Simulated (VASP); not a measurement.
Crystal: NbSi2.

```
CELL_PARAMETERS angstrom
4.79400 0.00000 0.00000
-2.39700 4.15173 0.00000
0.00000 0.00000 6.58900
ATOMIC_POSITIONS crystal
Nb 0.50000 0.00000 0.00000
Nb 0.50000 0.50000 0.66667
Nb 0.00000 0.50000 0.33333
Si 0.16700 0.33400 0.00000
Si 0.83300 0.16700 0.66667
Si 0.66600 0.83300 0.33333
Si 0.83300 0.66600 0.00000
Si 0.16700 0.83300 0.66667
Si 0.33400 0.16700 0.33333
```

```yaml
Program: VASP 6.6.1
Task: relaxation of cell and atoms
Functional: LDA
Potentials_or_basis: VASP PAW LDA potentials, release 64 (Nb_sv, Si)
Cutoff: 600 eV
k_mesh: 8 × 8 × 5
Occupations: fermi-dirac, width 0.1 eV
Spin: no spin polarisation
```

At the start: pressure -4.7 GPa; volume 14.57 Å³/atom.

**Question.** Where does the relaxation end?

**Answer.** Over 11 steps the energy falls by 19.9 meV/atom and the volume is 14.16 Å³/atom (-2.8 %); space group P6_422 (No. 181, to 0.1 Å) before and after.

The path:
```tsv
step	energy change (eV)	largest force (eV/Å)	pressure (GPa)	volume (Å³)
1	0.0000	0.6435	-4.72	131.14
2	-0.0557	0.3752	7.19	123.16
3	-0.1103	0.5077	1.91	126.35
4	-0.1720	0.1070	0.64	126.97
5	-0.1734	0.0343	0.45	127.08
6	-0.1784	0.0027	-0.48	127.82
7	-0.1794	0.0112	-0.24	127.62
8	-0.1794	0.0107	-0.24	127.63
9	-0.1791	0.0051	0.26	127.31
10	-0.1793	0.0091	-0.11	127.54
11	-0.1793	0.0080	0.00	127.47
```

Final structure:
```
Nb Si
1.0
     4.74537    0.00000    0.00000
    -2.37269    4.10961    0.00000
     0.00000    0.00000    6.53652
Nb Si
3 6
Direct
  0.50000 0.00000 0.00000
  0.50000 0.50000 0.66667
  0.00000 0.50000 0.33333
  0.15990 0.31979 0.00000
  0.84010 0.15990 0.66667
  0.68020 0.84010 0.33333
  0.84010 0.68021 0.00000
  0.15990 0.84010 0.66667
  0.31979 0.15990 0.33333
```
